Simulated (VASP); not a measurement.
# Sn2Sb3Te (P-3m1) in VASP: notebook

Sn2Sb3Te is run at these levels: PBE; tasks: single point.

Program: VASP 6.6.1. These are calculated values, not measurements. Logs are shortened: lines on timing, memory, paths and dates and some standing lists are left out, and cuts for length are marked.

### Step 1. The cell of the first run

Symmetry: P-3m1, No. 164, trigonal system. Conventional cell: a = 4.424 Å, b = 4.424 Å, c = 10.580 Å, α = 90.00°, β = 90.00°, γ = 120.00°. Sn (site symmetry 3m) has 6 Sb at 3.07 to 3.08 Å within 4.0 Å. Within 4.0 Å of Sb (site symmetry 3m) lie 3 Sn at 3.07 Å and 3 Te at 3.17 Å. Within 4.1 Å of Sb (site symmetry -3m) lie 6 Sn at 3.08 Å. Te (site symmetry -3m) has 6 Sb at 3.17 Å within 4.2 Å.

### Step 2. Single point, PBE

Input file INCAR:

```
PREC = Accurate
ENCUT = 520
EDIFF = 1E-7
ISMEAR = 0
SIGMA = 0.2
LREAL = F
LASPH = T
NELM = 80
ALGO = Normal
ISIF = 2
LWAVE = F
LCHARG = F
GGA = PE
NBANDS = 34
```

Input file KPOINTS:

```
regular mesh
0
Gamma
  4 4 2
```

Input file POSCAR:

```
Sn2Sb3Te
1.0
    4.4239073584      0.0000000000      0.0000000000
   -2.2119536792      3.8312161564      0.0000000000
    0.0000000000      0.0000000000     10.5795048977
Sn Sb Te
2 3 1
Direct
    0.6666666667      0.3333333333      0.3371145121
    0.3333333333      0.6666666667      0.6628854879
    0.3333333333      0.6666666667      0.1767238992
    0.6666666667      0.3333333333      0.8232761008
    0.0000000000      0.0000000000      0.5000000000
    0.0000000000      0.0000000000      0.0000000000
```

Potentials or basis: VASP PAW PBE potentials, release 64 (Sn_d, Sb, Te).

The run is started by

```console
> cat potpaw_PBE.64/Sn_d/POTCAR potpaw_PBE.64/Sb/POTCAR potpaw_PBE.64/Te/POTCAR > POTCAR
> mpirun -np 1 vasp_std > vasp.out
```

OUTCAR:

```text
PREC = Accurate
   ENCUT = 520
   EDIFF = 1E-7
   ISMEAR = 0
   LREAL = F
   LASPH = T
   NELM = 80
   ISIF = 2
   GGA = PE

 ion  position               nearest neighbor table
   1  0.667  0.333  0.337-   3 3.07   3 3.07   3 3.07   5 3.08   5 3.08   5 3.08
   2  0.333  0.667  0.663-   4 3.07   4 3.07   4 3.07   5 3.08   5 3.08   5 3.08
   3  0.333  0.667  0.177-   1 3.07   1 3.07   1 3.07   6 3.17   6 3.17   6 3.17
   4  0.667  0.333  0.823-   2 3.07   2 3.07   2 3.07   6 3.17   6 3.17   6 3.17
   5  0.000  0.000  0.500-   1 3.08   2 3.08   1 3.08   2 3.08   1 3.08   2 3.08
   6  0.000  0.000  0.000-   3 3.17   4 3.17   4 3.17   3 3.17   4 3.17   3 3.17

  LATTYP: Found a hexagonal cell.
 ALAT       =     4.4239073584
 C/A-ratio  =     2.3914390697

  Lattice vectors:

 A1 = (   4.4239073584,   0.0000000000,   0.0000000000)
 A2 = (  -2.2119536792,   3.8312161564,   0.0000000000)
 A3 = (   0.0000000000,   0.0000000000,  10.5795048977)

Analysis of symmetry for initial positions (statically):
=====================================================================
 Subroutine PRICEL returns:
 Original cell was already a primitive cell.

 Routine SETGRP: Setting up the symmetry group for a
 hexagonal supercell.

 Subroutine GETGRP returns: Found 12 space group operations
 (whereof 12 operations were pure point group operations)
 out of a pool of 24 trial point group operations.

The static configuration has the point symmetry D_3d.

Analysis of symmetry for dynamics (positions and initial velocities):
=====================================================================
 Subroutine PRICEL returns:
 Original cell was already a primitive cell.

 Routine SETGRP: Setting up the symmetry group for a
 hexagonal supercell.

 Subroutine GETGRP returns: Found 12 space group operations
 (whereof 12 operations were pure point group operations)
 out of a pool of 24 trial point group operations.

The dynamic configuration has the point symmetry D_3d.

 Subroutine INISYM returns: Found 12 space group operations
 (whereof 12 operations are pure point group operations),
 and found     1 'primitive' translations

----------------------------------------------------------------------------------------

                                     Primitive cell

  volume of cell :     179.3115

  direct lattice vectors                    reciprocal lattice vectors
     4.423907358  0.000000000  0.000000000     0.226044517  0.130506862  0.000000000
    -2.211953679  3.831216156  0.000000000     0.000000000  0.261013725  0.000000000
     0.000000000  0.000000000 10.579504898     0.000000000  0.000000000  0.094522382

  length of vectors
     4.423907358  4.423907358 10.579504898     0.261013725  0.261013725  0.094522382

  position of ions in fractional coordinates (direct lattice)
     0.666666667  0.333333333  0.337114512
     0.333333333  0.666666667  0.662885488
     0.333333333  0.666666667  0.176723899
     0.666666667  0.333333333  0.823276101
     0.000000000  0.000000000  0.500000000
     0.000000000  0.000000000  0.000000000

  ion indices of the primitive-cell ions
   primitive index   ion index
                 1           1
                 2           2
                 3           3
                 4           4
                 5           5
                 6           6

----------------------------------------------------------------------------------------

 KPOINTS: regular mesh

Automatic generation of k-mesh.
 Grid dimensions read from file:
 generate k-points for:    4    4    2

 Generating k-lattice:

  Cartesian coordinates                     Fractional coordinates (reciprocal lattice)
     0.056511129  0.032626716  0.000000000     0.250000000 -0.000000000  0.000000000
     0.000000000  0.065253431  0.000000000     0.000000000  0.250000000  0.000000000
     0.000000000  0.000000000  0.047261191     0.000000000  0.000000000  0.500000000

  Length of vectors
     0.065253431  0.065253431  0.047261191

  Shift w.r.t. Gamma in fractional coordinates (k-lattice)
     0.000000000  0.000000000  0.000000000

 Subroutine IBZKPT returns following result:
 ===========================================

 Found      8 irreducible k-points:

 Following reciprocal coordinates:
            Coordinates               Weight
  0.000000  0.000000  0.000000      1.000000
  0.250000  0.000000  0.000000      6.000000
  0.500000  0.000000  0.000000      3.000000
  0.250000  0.250000  0.000000      6.000000
  0.000000  0.000000  0.500000      1.000000
  0.250000  0.000000  0.500000      6.000000
  0.500000  0.000000  0.500000      3.000000
  0.250000  0.250000  0.500000      6.000000
   k-points           NKPTS =      8   k-points in BZ     NKDIM =      8   number of bands    NBANDS=     34
   number of dos      NEDOS =    301   number of ions     NIONS =      6
   total plane-waves  NPLWV = 103680
   dimension x,y,z NGX =    36 NGY =   36 NGZ =   80
   dimension x,y,z NGXF=    72 NGYF=   72 NGZF=  160
   ions per type =               2   3   1
   NGX,Y,Z   is equivalent  to a cutoff of  13.53, 13.53, 12.57 a.u.
   NGXF,Y,Z  is equivalent  to a cutoff of  27.06, 27.06, 25.14 a.u.
 SYSTEM =  unknown system
   PREC   = accura    normal or accurate (medium, high low for compatibility)
   ISTART =      0    job   : 0-new  1-cont  2-samecut
   ICHARG =      2    charge: 1-file 2-atom 10-const
   ISPIN  =      1    spin polarized calculation?
   LNONCOLLINEAR =      F non collinear calculations
   LSORBIT =      F    spin-orbit coupling
   LASPH  =      T    aspherical Exc in radial PAW
   ENCUT  =  520.0 eV  38.22 Ry    6.18 a.u.   8.23  8.23 19.67*2*pi/ulx,y,z
   NELM   =     80;   NELMIN=  2; NELMDL= -5     # of ELM steps
   EDIFF  = 0.1E-06   stopping-criterion for ELM
   LREAL  =      F    real-space projection
   EDIFFG = 0.1E-05   stopping-criterion for IOM
   NSW    =      0    number of steps for IOM
   IBRION =     -1    ionic relax: 0-MD 1-quasi-New 2-CG
   NFREE  =      0    steps in history (QN), initial steepest desc. (CG)
   ISIF   =      2    stress and relaxation
   ISYM   =      2    0-nonsym 1-usesym 2-fastsym
   POTIM  = 0.5000    time-step for ionic-motion
   TEBEG  =    0.0;   TEEND  =   0.0 temperature during run
   PSTRESS=    0.0 pullay stress
   NELECT =      49.0000    total number of electrons
   NUPDOWN=      -1.0000    fix difference up-down
   EMIN   =  10.00;   EMAX   =-10.00  energy-range for DOS
   EFERMI =   0.00;   METHOD = LEGACY
   ISMEAR =     0;   SIGMA  =   0.20  broadening in eV -4-tet -1-fermi 0-gaus
   EFERMI_NEDOS =   21; number of points for ismear=-14 and -15
   IALGO  =     38    algorithm
   IMIX   =      4    mixing-type and parameters
     AMIX     =   0.40;   BMIX     =  1.00
     AMIX_MAG =   1.60;   BMIX_MAG =  1.00
  volume/ion in A,a.u.               =      29.89       201.68
  Fermi-wavevector in a.u.,A,eV,Ry     =   1.062358  2.007565 15.355594  1.128604
  Thomas-Fermi vector in A             =   2.197806
   LORBIT       =      0    0 simple, 1 ext, 2 COOP (PROOUT), +10 PAW based schemes
   GGA     = PE    functional components
   LHFCALC =     F    Hartree Fock is set to
   AEXX    =    0.0000 exact exchange contribution
   IVDW    =     0    specifies the selected vdW correction
   LEPSILON=     F    determine dielectric tensor
   LRPA    =     F    only Hartree local field effects (RPA)
 non-spin polarized calculation
 Gauss-broadening in eV      SIGMA  =   0.20
  energy-cutoff  :      520.00
  volume of cell :      179.31
 maximum number of plane-waves:      4858
 NGX is ok and might be reduce to    36
   NGX = 17   NGY = 17   NGZ = 39

 number of electron      49.0000009 magnetization

 Free energy of the ion-electron system (eV)
  ---------------------------------------------------
  ext. energy  EPLUGINS =         0.00000000
  ---------------------------------------------------
  free energy    TOTEN  =       -23.18577422 eV

  energy without entropy =      -23.16113075  energy(sigma->0) =      -23.17345248

 E-fermi :   7.1137     XC(G=0):  -9.6888

 val. band max:        7.0015224056   @ k =   0.5000   0.0000   0.5000
 cond. band min:       7.1327519544   @ k =   0.0000   0.0000   0.0000
 fundamental gap:      0.1312295488
 Fermi energy:         7.1137443898

 k-point     1 :       0.0000    0.0000    0.0000
  band No.  band energies     occupation
      1     -14.3458      2.00000
      2     -14.3458      2.00000
      3     -14.3428      2.00000
      4     -14.3428      2.00000
      5     -14.3290      2.00000
      6     -14.3288      2.00000
[... 26 lines left out ...]
     33      10.9819      0.00000
     34      10.9819      0.00000

 k-point     2 :       0.2500    0.0000    0.0000
  band No.  band energies     occupation
      1     -14.3528      2.00000
      2     -14.3465      2.00000
      3     -14.3459      2.00000
      4     -14.3405      2.00000
      5     -14.3279      2.00000
      6     -14.3258      2.00000
[... 26 lines left out ...]
     33      11.2400      0.00000
     34      11.3522      0.00000

 k-point     3 :       0.5000    0.0000    0.0000
  band No.  band energies     occupation
      1     -14.3593      2.00000
      2     -14.3509      2.00000
      3     -14.3467      2.00000
      4     -14.3386      2.00000
      5     -14.3286      2.00000
      6     -14.3228      2.00000
[... 26 lines left out ...]
     33      12.5374      0.00000
     34      13.0533      0.00000

 k-point     4 :       0.2500    0.2500    0.0000
  band No.  band energies     occupation
      1     -14.3556      2.00000
      2     -14.3510      2.00000
      3     -14.3462      2.00000
      4     -14.3418      2.00000
      5     -14.3251      2.00000
      6     -14.3243      2.00000
[... 26 lines left out ...]
     33      11.8844      0.00000
     34      12.5088      0.00000

 k-point     5 :       0.0000    0.0000    0.5000
  band No.  band energies     occupation
      1     -14.3458      2.00000
      2     -14.3458      2.00000
      3     -14.3427      2.00000
      4     -14.3427      2.00000
      5     -14.3290      2.00000
      6     -14.3288      2.00000
[... 26 lines left out ...]
     33      10.1708      0.00000
     34      10.1708      0.00000

 k-point     6 :       0.2500    0.0000    0.5000
  band No.  band energies     occupation
      1     -14.3528      2.00000
      2     -14.3465      2.00000
      3     -14.3459      2.00000
      4     -14.3405      2.00000
      5     -14.3279      2.00000
      6     -14.3258      2.00000
[... 26 lines left out ...]
     33      11.5759      0.00000
     34      11.8457      0.00000

 k-point     7 :       0.5000    0.0000    0.5000
  band No.  band energies     occupation
      1     -14.3593      2.00000
      2     -14.3509      2.00000
      3     -14.3467      2.00000
      4     -14.3386      2.00000
      5     -14.3286      2.00000
      6     -14.3228      2.00000
[... 26 lines left out ...]
     33      12.1037      0.00000
     34      12.4132      0.00000

 k-point     8 :       0.2500    0.2500    0.5000
  band No.  band energies     occupation
      1     -14.3556      2.00000
      2     -14.3510      2.00000
      3     -14.3462      2.00000
      4     -14.3418      2.00000
      5     -14.3251      2.00000
      6     -14.3243      2.00000
[... 26 lines left out ...]
     33      11.6636      0.00000
     34      11.9532      0.00000

------------------------ aborting loop because EDIFF is reached ----------------------------------------

  FORCE on cell =-STRESS in cart. coord.  units (eV):
  Direction    XX          YY          ZZ          XY          YZ          ZX
  --------------------------------------------------------------------------------------
  -------------------------------------------------------------------------------------
  Total       -0.0152247     -0.0152247      0.0066934      0.0000000      0.0000000      0.0000000
  in kB       -0.1360352     -0.1360352      0.0598067      0.0000000      0.0000000      0.0000000
  external PRESSURE =      -0.0707545 kB  Pullay stress =       0.0000000 kB

 VOLUME and BASIS-vectors are now :
 -----------------------------------------------------------------------------
  energy-cutoff  :      520.00
  volume of cell :      179.31
      direct lattice vectors                 reciprocal lattice vectors
     4.423907358  0.000000000  0.000000000     0.226044517  0.130506862  0.000000000
    -2.211953679  3.831216156  0.000000000     0.000000000  0.261013725  0.000000000
     0.000000000  0.000000000 10.579504898     0.000000000  0.000000000  0.094522382

 POSITION                                       TOTAL-FORCE (eV/Angst)
 -----------------------------------------------------------------------------------
      2.21195      1.27707      3.56650        -0.000000     -0.000000      0.003384
     -0.00000      2.55414      7.01300         0.000000      0.000000     -0.003384
     -0.00000      2.55414      1.86965        -0.000000      0.000000     -0.017474
      2.21195      1.27707      8.70985         0.000000     -0.000000      0.017474
      0.00000      0.00000      5.28975        -0.000000      0.000000      0.000000
      0.00000      0.00000      0.00000        -0.000000      0.000000      0.000000
 -----------------------------------------------------------------------------------
    total drift:                               -0.000000      0.000000     -0.000000

  FREE ENERGIE OF THE ION-ELECTRON SYSTEM (eV)
  ---------------------------------------------------
  free  energy   TOTEN  =       -23.1857742207 eV

  energy  without entropy=      -23.1611307462  energy(sigma->0) =      -23.17345248
```

Run time: 76 s. Hardware: 1 thread of Oxide Virtual Turin-like, shared host; peak memory 0.29 GiB.

What came out:

* Free energy: -23.1858 eV
* Pressure: 0.0 GPa
* Largest force: 0.017 eV/Å
* Band gap on the k mesh: zero (an odd number of electrons rules out a gap without spin polarisation)

Forces in eV/Å, atoms in the order of the input:
```
Sn   0.000  0.000  0.003
Sn   0.000  0.000 -0.003
Sb   0.000  0.000 -0.017
Sb   0.000  0.000  0.017
Sb   0.000  0.000  0.000
Te   0.000  0.000  0.000
```

Levels at points of the mesh, in eV from the Fermi level:
| k point | band 21 | band 22 | band 23 | band 24 | band 25 | band 26 | band 27 | band 28 |
| --- | --- | --- | --- | --- | --- | --- | --- | --- |
| (0.00, 0.00, 0.00) | -0.95 | -0.89 | -0.89 | 0.02 | 0.14 | 0.34 | 0.34 | 1.42 |
| (0.50, 0.00, 0.00) | -2.48 | -2.22 | -1.79 | -1.52 | -1.31 | 1.22 | 1.96 | 2.29 |
| (0.00, 0.00, 0.50) | -1.05 | -0.55 | -0.55 | -0.50 | -0.18 | -0.18 | 0.64 | 0.78 |
| (0.50, 0.00, 0.50) | -2.80 | -2.40 | -0.45 | -0.38 | -0.30 | -0.11 | 0.41 | 0.82 |

Caveat: the k points lie up to 0.41 Å⁻¹ apart, too coarse for converged energies and pressures of a metal; spin-orbit coupling is left out, which moves the levels of the heavy elements; an odd number of electrons without spin polarisation forces a metal; a magnetic or distorted state may lie lower.

### Step 3. Single point, PBE

This run uses another cell than the first one, of 30.79 Å³/atom.

Input file INCAR:

```
PREC = Accurate
ENCUT = 520
EDIFF = 1E-7
ISMEAR = 0
SIGMA = 0.2
LREAL = F
LASPH = T
NELM = 100
ALGO = Normal
ISIF = 2
LWAVE = F
LCHARG = T
GGA = PE
LELF = T
LVHAR = T
NBANDS = 34
```

KPOINTS is that of step 2.

Input file POSCAR:

```
Sn2Sb3Te
1.0
    4.4495504005      0.0000000000      0.0000000000
   -2.2247752002      3.8534236822      0.0000000000
    0.0000000000      0.0000000000     10.7752545460
Sn Sb Te
2 3 1
Direct
    0.3333333333      0.6666666667      0.1767718171
    0.6666666667      0.3333333333      0.8232281829
    0.3333333333      0.6666666667      0.6625677243
    0.0000000000      0.0000000000      0.5000000000
    0.6666666667      0.3333333333      0.3374322757
    0.0000000000      0.0000000000      0.0000000000
```

Potentials or basis: VASP PAW PBE potentials, release 64 (Sn_d, Sb, Te).

The run is started by

```console
> cat potpaw_PBE.64/Sn_d/POTCAR potpaw_PBE.64/Sb/POTCAR potpaw_PBE.64/Te/POTCAR > POTCAR
> mpirun -np 1 vasp_std > vasp.out
```

It took 78 s on 1 thread of Oxide Virtual Turin-like, shared host; peak memory 0.29 GiB.

Results (log left out):

| Item | Value |
| --- | --- |
| Free energy | -23.6354 eV |
| Pressure | -0.3 GPa |
| Largest force | 0.064 eV/Å |
| Band gap on the k mesh | zero (an odd number of electrons rules out a gap without spin polarisation) |

Forces in eV/Å, atoms in the order of the input:
```
Sn   0.000  0.000 -0.064
Sn   0.000  0.000  0.064
Sb   0.000  0.000 -0.029
Sb   0.000  0.000  0.000
Sb   0.000  0.000  0.029
Te   0.000  0.000  0.000
```

Levels at points of the mesh, in eV from the Fermi level:
```csv
k point,band 22,band 23,band 24,band 25,band 26,band 27
"(0.00, 0.00, 0.00)",-0.89,-0.89,-0.22,-0.09,0.58,0.58
"(0.50, 0.00, 0.00)",-2.40,-1.73,-1.67,-1.27,1.38,2.00
"(0.00, 0.00, 0.50)",-0.76,-0.76,-0.59,0.15,0.15,0.38
"(0.50, 0.00, 0.50)",-2.63,-0.88,-0.84,0.18,0.23,0.46
```

Caveat: the k points lie up to 0.41 Å⁻¹ apart, too coarse for converged energies and pressures of a metal; spin-orbit coupling is left out, which moves the levels of the heavy elements; an odd number of electrons without spin polarisation forces a metal; a magnetic or distorted state may lie lower.

The gap in the log of VASP goes by the Fermi energy; the results here count the filled bands.